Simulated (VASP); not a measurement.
# C (Fd-3m) in VASP: a series of runs, part 3 of 3

VASP 6.6.1. The steps go on from the part before.

**5. Single point, r2SCAN**

This run uses another cell than the first one, of 5.56 Å³/atom, 0.980 times its volume.

File POSCAR:

```
C
1.0
    0.0000000000      1.7714007132      1.7714007132
    1.7714007132      0.0000000000      1.7714007132
    1.7714007132      1.7714007132      0.0000000000
C
2
Direct
    0.7500000000      0.7500000000      0.7500000000
    0.5000000000      0.5000000000      0.5000000000
```

File INCAR.step1:

```
SYSTEM = C
PREC = Accurate
ENCUT = 910
ISMEAR = -1
SIGMA = 0.05
LREAL = .False.
LASPH = .True.
NELM = 120
NBANDS = 11
GGA = PE
ALGO = Normal
EDIFF = 1E-5
LWAVE = .True.
LCHARG = .False.
GGA_COMPAT = .False.
```

File INCAR.step2:

```
SYSTEM = C
PREC = Accurate
ENCUT = 910
EDIFF = 1E-6
ISMEAR = -1
SIGMA = 0.05
LREAL = .False.
LASPH = .True.
NELM = 120
ALGO = Normal
ISIF = 2
LWAVE = .False.
LCHARG = .True.
METAGGA = R2SCAN
LMIXTAU = .True.
LELF = .True.
LVHAR = .True.
NBANDS = 11
ISTART = 1
GGA_COMPAT = .False.
```

File KPOINTS:

```
Automatic mesh
0
Gamma
  13 13 13
  0 0 0
```

Potentials or basis: VASP PAW PBE potentials, release 64 (C_h).

Run with:

```console
> cat potpaw_PBE.64/C_h/POTCAR > POTCAR
> cp INCAR.step1 INCAR
> mpirun -np 1 vasp_std > vasp.out
> cp INCAR.step2 INCAR
> mpirun -np 1 vasp_std > vasp.out
```

OUTCAR:

```text
SYSTEM = C
   PREC = Accurate
   ENCUT = 910
   EDIFF = 1E-6
   ISMEAR = -1
   LREAL = .False.
   LASPH = .True.
   NELM = 120
   ISIF = 2
   METAGGA = R2SCAN
   ISTART = 1

 ion  position               nearest neighbor table
   1  0.750  0.750  0.750-
   2  0.500  0.500  0.500-

  LATTYP: Found a face centered cubic cell.
 ALAT       =     3.5428014264

  Lattice vectors:

 A1 = (   0.0000000000,   1.7714007132,   1.7714007132)
 A2 = (   1.7714007132,   0.0000000000,   1.7714007132)
 A3 = (   1.7714007132,   1.7714007132,   0.0000000000)

Analysis of symmetry for initial positions (statically):
=====================================================================
 Subroutine PRICEL returns:
 Original cell was already a primitive cell.

 Routine SETGRP: Setting up the symmetry group for a
 face centered cubic supercell.

 Subroutine GETGRP returns: Found 48 space group operations
 (whereof 24 operations were pure point group operations)
 out of a pool of 48 trial point group operations.

The static configuration has the point symmetry T_d .
 The point group associated with its full space group is O_h .

Analysis of symmetry for dynamics (positions and initial velocities):
=====================================================================
 Subroutine PRICEL returns:
 Original cell was already a primitive cell.

 Routine SETGRP: Setting up the symmetry group for a
 face centered cubic supercell.

 Subroutine GETGRP returns: Found 48 space group operations
 (whereof 24 operations were pure point group operations)
 out of a pool of 48 trial point group operations.

The dynamic configuration has the point symmetry T_d .
 The point group associated with its full space group is O_h .

 Subroutine INISYM returns: Found 48 space group operations
 (whereof 24 operations are pure point group operations),
 and found     1 'primitive' translations

----------------------------------------------------------------------------------------

                                     Primitive cell

[... 113 lines left out ...]
  Thomas-Fermi vector in A             =   2.582714
   LORBIT       =      0    0 simple, 1 ext, 2 COOP (PROOUT), +10 PAW based schemes
   METAGGA = R2SCAN    functional components
   LHFCALC =     F    Hartree Fock is set to
   AEXX    =    0.0000 exact exchange contribution
   IVDW    =     0    specifies the selected vdW correction
   LEPSILON=     F    determine dielectric tensor
   LRPA    =     F    only Hartree local field effects (RPA)
 non-spin polarized calculation
  energy-cutoff  :      910.00
  volume of cell :       11.12
 maximum number of plane-waves:       702
 NGX is ok and might be reduce to    28
   NGX = 13   NGY = 13   NGZ = 13

 number of electron       8.0000000 magnetization

 Free energy of the ion-electron system (eV)
  ---------------------------------------------------
  ext. energy  EPLUGINS =         0.00000000
  ---------------------------------------------------
  free energy    TOTEN  =       -19.71639129 eV

  energy without entropy =      -19.71639129  energy(sigma->0) =      -19.71639129

 E-fermi :  12.1241     XC(G=0): -14.3810

 val. band max:       11.2282590460   @ k =   0.0000   0.0000   0.0000
 cond. band min:      15.6417976221   @ k =   0.3846   0.3846   0.0000
 fundamental gap:      4.4135385761
 Fermi energy:        12.1240957340

 k-point     1 :       0.0000    0.0000    0.0000
  band No.  band energies     occupation
      1     -11.7217      2.00000
      2      11.2283      2.00000
      3      11.2283      2.00000
      4      11.2283      2.00000
      5      17.1642      0.00000
      6      17.1642      0.00000
      7      17.1642      0.00000
      8      25.5702      0.00000
      9      31.9089      0.00000
     10      38.8058      0.00000
     11      38.8058      0.00000
[... 309 lines left out ...]
 k-point    24 :       0.4615    0.1538    0.0000
  band No.  band energies     occupation
      1      -6.4267      2.00000
      2      -0.8032      2.00000
      3       6.4530      2.00000
      4       7.0233      2.00000
      5      18.7692      0.00000
      6      22.5537      0.00000
      7      22.9049      0.00000
      8      26.1783      0.00000
      9      33.3038      0.00000
     10      36.2169      0.00000
     11      39.8792      0.00000

 [... further k-points ...]
[... 5 lines left out ...]
  --------------------------------------------------------------------------------------
  -------------------------------------------------------------------------------------
  Total        0.4138827      0.4138827      0.4138827     -0.0000000      0.0000000     -0.0000000
  in kB       59.6495785     59.6495785     59.6495785     -0.0000000      0.0000000     -0.0000000
  external PRESSURE =      59.6495785 kB  Pullay stress =       0.0000000 kB

 VOLUME and BASIS-vectors are now :
 -----------------------------------------------------------------------------
  energy-cutoff  :      910.00
  volume of cell :       11.12
      direct lattice vectors                 reciprocal lattice vectors
     0.000000000  1.771400713  1.771400713    -0.282262503  0.282262503  0.282262503
     1.771400713  0.000000000  1.771400713     0.282262503 -0.282262503  0.282262503
     1.771400713  1.771400713  0.000000000     0.282262503  0.282262503 -0.282262503

 POSITION                                       TOTAL-FORCE (eV/Angst)
 -----------------------------------------------------------------------------------
      2.65710      2.65710      2.65710        -0.000000      0.000000     -0.000000
      1.77140      1.77140      1.77140         0.000000     -0.000000      0.000000
 -----------------------------------------------------------------------------------
    total drift:                                0.000000      0.000000      0.000000

  FREE ENERGIE OF THE ION-ELECTRON SYSTEM (eV)
  ---------------------------------------------------
  free  energy   TOTEN  =       -19.7163912945 eV

  energy  without entropy=      -19.7163912945  energy(sigma->0) =      -19.71639129
```

Wall time 74 s (1 thread of AMD EPYC 9R14 (Zen 4), shared host); peak memory 0.13 GiB.

Results:

* Free energy: -19.7164 eV
* Pressure: 6.0 GPa
* Band gap on the k mesh: 4.41 eV, indirect (least direct gap 5.94 eV)

Caveat: the cutoff is under 1.25 times the usual one of these potentials, so pressure, stress and relaxed cells hold a basis-set (Pulay) error; the PAW data sets were made with another functional, which shifts forces and pressure a little. A k mesh can miss the band edges.

**6. Single point, PBEsol**

This run uses another cell than the first one, of 5.79 Å³/atom, 1.020 times its volume.

File INCAR:

```
PREC     = Accurate       # precision mode
ENCUT    = 910            # plane-wave cutoff, eV
EDIFF    = 1E-6           # SCF threshold, eV
ISMEAR   = -1             # smearing method
SIGMA    = 0.05           # smearing width, eV
LREAL    = F              # projectors in reciprocal space
LASPH    = T              # aspherical terms in the spheres
NELM     = 120            # most SCF steps
ALGO     = Normal         # electronic algorithm
ISIF     = 2              # what is computed and relaxed
LWAVE    = F              # write WAVECAR
LCHARG   = F              # write CHGCAR
GGA      = PS             # functional
NBANDS   = 11             # bands
GGA_COMPAT= F
```

File KPOINTS:

```
regular mesh
0
Gamma
  13 13 13
```

File POSCAR:

```
C
1.0
    0.0000000000      1.7951807415      1.7951807415
    1.7951807415      0.0000000000      1.7951807415
    1.7951807415      1.7951807415      0.0000000000
C
2
Direct
    0.7500000000      0.7500000000      0.7500000000
    0.5000000000      0.5000000000      0.5000000000
```

Potentials or basis: VASP PAW PBE potentials, release 64 (C_h).

Run with:

```console
> cat potpaw_PBE.64/C_h/POTCAR > POTCAR
> mpirun -np 1 vasp_std > vasp.out
```

Wall time 17 s (1 thread of AMD EPYC 9R14 (Zen 4), shared host); peak memory 0.12 GiB.

It converged, with:

| Item | Value |
| --- | --- |
| Free energy | -19.2627 eV |
| Pressure | -13.1 GPa |
| Band gap on the k mesh | 3.97 eV, indirect (least direct gap 5.49 eV) |

Levels at points of the mesh, in eV from the valence-band top:
| k point | band 1 | band 2 | band 3 | band 4 | band 5 | band 6 | band 7 | band 8 | band 9 |
| --- | --- | --- | --- | --- | --- | --- | --- | --- | --- |
| (0.00, 0.00, 0.00) | -21.25 | 0.00 | 0.00 | 0.00 | 5.49 | 5.49 | 5.49 | 12.93 | 18.71 |

Caveat: the cutoff is under 1.25 times the usual one of these potentials, so pressure, stress and relaxed cells hold a basis-set (Pulay) error; the PAW data sets were made with another functional, which shifts forces and pressure a little. A k mesh can miss the band edges.

**7. Overview**

| level | potentials or basis | cell | gap on the mesh (eV) | pressure (GPa) |
| --- | --- | --- | --- | --- |
| LDA | VASP PAW LDA potentials, release 64 (C_h) | a = 2.522 Å, angles 60.0°, 2 atoms | 4.11 | -12.5 |
| PBEsol | VASP PAW PBE potentials, release 64 (C_h) | a = 2.505 Å, angles 60.0°, 2 atoms | 4.06 | 4.3 |
| r2SCAN | VASP PAW PBE potentials, release 64 (C_h) | a = 2.505 Å, angles 60.0°, 2 atoms | 4.41 | 6.0 |
| PBEsol | VASP PAW PBE potentials, release 64 (C_h) | a = 2.539 Å, angles 60.0°, 2 atoms | 3.97 | -13.1 |

Alike in all rows: task single point; no spin polarisation; k mesh 13 × 13 × 13; cutoff (eV) 910; smearing fermi-dirac 0.05 eV.

Caveats: the cutoff is under 1.25 times the usual one of these potentials, so pressure, stress and relaxed cells hold a basis-set (Pulay) error; the PAW data sets were made with another functional, which shifts forces and pressure a little (some runs).

Absolute energies hang on the potentials; compare differences alone.
